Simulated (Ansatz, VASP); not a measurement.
## CuF: VASP beside Ansatz

```xyz
4
Lattice="2.8929 0.0000 0.0000 -1.4464 2.5053 0.0000 0.0000 0.0000 6.8752" Properties=species:S:1:pos:R:3 pbc="T T T"
Cu    0.0000    1.6702    0.3168
Cu    1.4464    0.8351    3.7544
F     0.0000    1.6702    2.2614
F     1.4464    0.8351    5.6990
```

Alike in both runs: task single point; functional PBE; k mesh 9 × 9 × 4; occupations fermi-dirac, width 0.02 eV; no spin polarisation.

```csv
,VASP,Ansatz
version,VASP 6.6.1,Ansatz 0.2.0
potentials or method,"VASP PAW PBE potentials, release 64 (Cu, F)","plane waves, PAW"
plane-wave cutoff (eV),520,420
valence electrons in the cell,36,52
```

```csv
,VASP,Ansatz,Ansatz less VASP
pressure (GPa),-2.3,-2.4,-0.17
"traceless stress, the component that is largest in VASP (GPa)",-1.39,-1.77,-0.379
rms of the force components (eV/Å),0.011,0.021,+0.0101
```

Atom by atom the forces differ by 0.032 eV/Å (rms over components). VASP's potentials hold 36 valence electrons a cell and Ansatz's 52, so a difference there can come from the potentials and not from the codes.
